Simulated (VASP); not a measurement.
# Cu (Fm-3m) in VASP: a series of runs, part 2 of 2

VASP 6.6.1. The steps go on from the part before.

## 4. Single point, PBEsol

INCAR reads:

```
SYSTEM = Cu
PREC = Accurate
ENCUT = 520
EDIFF = 1E-6
ISMEAR = -1
SIGMA = 0.06
LREAL = .False.
LASPH = .True.
NELM = 80
ALGO = Normal
ISIF = 2
LWAVE = .False.
LCHARG = .True.
GGA = PS
LELF = .True.
LVHAR = .True.
NBANDS = 12
```

KPOINTS reads:

```
Automatic mesh
0
Gamma
  12 12 12
  0 0 0
```

POSCAR reads:

```
Cu
1.0
    0.0000000000      1.8257145000      1.8257145000
    1.8257145000      0.0000000000      1.8257145000
    1.8257145000      1.8257145000      0.0000000000
Cu
1
Direct
    0.0000000000      0.0000000000      0.0000000000
```

Potentials or basis: VASP PAW PBE potentials, release 64 (Cu).

The run is started by

```bash
$ cat potpaw_PBE.64/Cu/POTCAR > POTCAR
$ mpirun -np 1 vasp_std > vasp.out
```

OUTCAR:

```text
SYSTEM = Cu
   PREC = Accurate
   ENCUT = 520
   EDIFF = 1E-6
   ISMEAR = -1
   LREAL = .False.
   LASPH = .True.
   NELM = 80
   ISIF = 2
   GGA = PS

 ion  position               nearest neighbor table
   1  0.000  0.000  0.000-

  LATTYP: Found a face centered cubic cell.
 ALAT       =     3.6514290000

  Lattice vectors:

 A1 = (   0.0000000000,   1.8257145000,   1.8257145000)
 A2 = (   1.8257145000,   0.0000000000,   1.8257145000)
 A3 = (   1.8257145000,   1.8257145000,   0.0000000000)

Analysis of symmetry for initial positions (statically):
=====================================================================
 Subroutine PRICEL returns:
 Original cell was already a primitive cell.

 Routine SETGRP: Setting up the symmetry group for a
 face centered cubic supercell.

 Subroutine GETGRP returns: Found 48 space group operations
 (whereof 48 operations were pure point group operations)
 out of a pool of 48 trial point group operations.

The static configuration has the point symmetry O_h .

Analysis of symmetry for dynamics (positions and initial velocities):
=====================================================================
 Subroutine PRICEL returns:
 Original cell was already a primitive cell.

 Routine SETGRP: Setting up the symmetry group for a
 face centered cubic supercell.

 Subroutine GETGRP returns: Found 48 space group operations
 (whereof 48 operations were pure point group operations)
 out of a pool of 48 trial point group operations.

The dynamic configuration has the point symmetry O_h .

 Subroutine INISYM returns: Found 48 space group operations
 (whereof 48 operations are pure point group operations),
 and found     1 'primitive' translations

----------------------------------------------------------------------------------------

                                     Primitive cell

[... 112 lines left out ...]
   LORBIT       =      0    0 simple, 1 ext, 2 COOP (PROOUT), +10 PAW based schemes
   GGA     = PS    functional components
   LHFCALC =     F    Hartree Fock is set to
   AEXX    =    0.0000 exact exchange contribution
   IVDW    =     0    specifies the selected vdW correction
   LEPSILON=     F    determine dielectric tensor
   LRPA    =     F    only Hartree local field effects (RPA)
 non-spin polarized calculation
  energy-cutoff  :      520.00
  volume of cell :       12.17
 maximum number of plane-waves:       342
   NGX =  9   NGY =  9   NGZ =  9

 number of electron      10.9999992 magnetization

 Free energy of the ion-electron system (eV)
  ---------------------------------------------------
  ext. energy  EPLUGINS =         0.00000000
  ---------------------------------------------------
  free energy    TOTEN  =        -4.28139155 eV

  energy without entropy =       -4.27697468  energy(sigma->0) =       -4.27918311

 E-fermi :   6.9374     XC(G=0): -12.7340

 val. band max:        6.9280963101   @ k =   0.5000   0.3333   0.1667
 cond. band min:       7.0663081454   @ k =   0.5000   0.2500   0.0833
 fundamental gap:      0.1382118353
 Fermi energy:         6.9374105908

 k-point     1 :       0.0000    0.0000    0.0000
  band No.  band energies     occupation
      1      -2.1271      2.00000
      2       4.0935      2.00000
      3       4.0935      2.00000
      4       4.0935      2.00000
      5       4.8875      2.00000
      6       4.8875      2.00000
      7      29.3750      0.00000
      8      31.7574      0.00000
      9      31.7575      0.00000
     10      31.7575      0.00000
     11      34.2146      0.00000
     12      34.2146      0.00000
[... 331 lines left out ...]
 k-point    24 :      -0.4167    0.1667    0.0000
  band No.  band energies     occupation
      1       2.5750      2.00000
      2       3.7619      2.00000
      3       4.2583      2.00000
      4       4.3432      2.00000
      5       5.3355      2.00000
      6       8.0031      0.00000
      7      11.1889      0.00000
      8      21.4655      0.00000
      9      25.7683      0.00000
     10      27.4161      0.00000
     11      35.6838      0.00000
     12      36.5028      0.00000

 [... further k-points ...]

------------------------ aborting loop because EDIFF is reached ----------------------------------------

  FORCE on cell =-STRESS in cart. coord.  units (eV):
  Direction    XX          YY          ZZ          XY          YZ          ZX
  --------------------------------------------------------------------------------------
  -------------------------------------------------------------------------------------
  Total       -0.7301723     -0.7301723     -0.7301723     -0.0000000      0.0000000      0.0000000
  in kB      -96.1185734    -96.1185734    -96.1185734     -0.0000000      0.0000000      0.0000000
  external PRESSURE =     -96.1185734 kB  Pullay stress =       0.0000000 kB

 VOLUME and BASIS-vectors are now :
 -----------------------------------------------------------------------------
  energy-cutoff  :      520.00
  volume of cell :       12.17
      direct lattice vectors                 reciprocal lattice vectors
     0.000000000  1.825714500  1.825714500    -0.273865383  0.273865383  0.273865383
     1.825714500  0.000000000  1.825714500     0.273865383 -0.273865383  0.273865383
     1.825714500  1.825714500  0.000000000     0.273865383  0.273865383 -0.273865383

 POSITION                                       TOTAL-FORCE (eV/Angst)
 -----------------------------------------------------------------------------------
      0.00000      0.00000      0.00000        -0.000000     -0.000000     -0.000000
 -----------------------------------------------------------------------------------
    total drift:                                0.000000      0.000000      0.000000

  FREE ENERGIE OF THE ION-ELECTRON SYSTEM (eV)
  ---------------------------------------------------
  free  energy   TOTEN  =        -4.2813915480 eV

  energy  without entropy=       -4.2769746764  energy(sigma->0) =       -4.27918311
```

stdout:

```text
POSCAR found type information on POSCAR Cu
 POSCAR found :  1 types and       1 ions
 scaLAPACK will be used
 -----------------------------------------------------------------------------
|                                                                             |
|                                                                             |
|     You enforced a specific xc type in the INCAR file but a different       |
|     I HOPE YOU KNOW WHAT YOU ARE DOING!                                     |
|                                                                             |
 -----------------------------------------------------------------------------

 LDA part: xc-table for (Slater+PW92), standard interpolation
 POSCAR, INCAR and KPOINTS ok, starting setup
 FFT: planning ... GRIDC
 FFT: planning ... GRID_SOFT
 FFT: planning ... GRID
 WAVECAR not read
 entering main loop
```

It took 11 s on 1 thread of Intel Xeon Platinum 8259CL at 2.50GHz (Skylake/Cascade Lake), shared host; peak memory 0.13 GiB.

What came out:

```yaml
Free_energy: -4.2814 eV
Pressure: -9.6 GPa
```

Caveat: the PAW data sets were made with another functional, which shifts forces and pressure a little.

## 5. Single point, LDA

INCAR reads:

```
SYSTEM = Cu
PREC = Accurate ; ENCUT = 520
EDIFF = 1E-6 ; ISMEAR = -1
SIGMA = 0.06 ; LREAL = .False.
LASPH = .True. ; NELM = 100
ALGO = Normal ; ISIF = 2
LWAVE = .False. ; LCHARG = .False.
NBANDS = 12
```

KPOINTS is that of step 4.

POSCAR is that of step 4.

Potentials or basis: VASP PAW LDA potentials, release 64 (Cu).

The run is started by

```bash
$ cat potpaw_LDA.64/Cu/POTCAR > POTCAR
$ mpirun -np 1 vasp_std > vasp.out
```

It took 9.2 s on 1 thread of Intel Xeon Platinum 8259CL at 2.50GHz (Skylake/Cascade Lake), shared host; peak memory 0.12 GiB.

Results (log left out):

| Item | Value |
| --- | --- |
| Free energy | -4.6414 eV |
| Pressure | -15.2 GPa |

Levels at points of the mesh, in eV from the Fermi level:
| k point | band 2 | band 3 | band 4 | band 5 | band 6 | band 7 | band 8 | band 9 | band 10 | band 11 |
| --- | --- | --- | --- | --- | --- | --- | --- | --- | --- | --- |
| (0.00, 0.00, 0.00) | -2.89 | -2.89 | -2.89 | -2.09 | -2.09 | 22.55 | 24.77 | 24.77 | 24.77 | 27.29 |
| (0.50, 0.00, 0.00) | -2.91 | -2.91 | -1.55 | -1.55 | -0.79 | 3.67 | 21.08 | 21.55 | 21.55 | 24.76 |
| (0.50, 0.50, 0.00) | -4.22 | -1.56 | -1.41 | -1.41 | 1.61 | 6.99 | 12.87 | 12.87 | 17.43 | 19.87 |

## 6. The runs side by side

```tsv
level	potentials or basis	gap on the mesh (eV)	pressure (GPa)
LDA	VASP PAW LDA potentials, release 64 (Cu)	none	-15.2
PBE	VASP PAW PBE potentials, release 64 (Cu)	none	-1.9
PBEsol	VASP PAW PBE potentials, release 64 (Cu)	none	-9.6
```

Alike in all rows: task single point; no spin polarisation; cell as given; k mesh 12 × 12 × 12; cutoff (eV) 520; smearing fermi-dirac 0.06 eV.

Caveats: the PAW data sets were made with another functional, which shifts forces and pressure a little (some runs).

Total energies depend on the potentials used, so only differences within one code and one set of settings carry meaning.
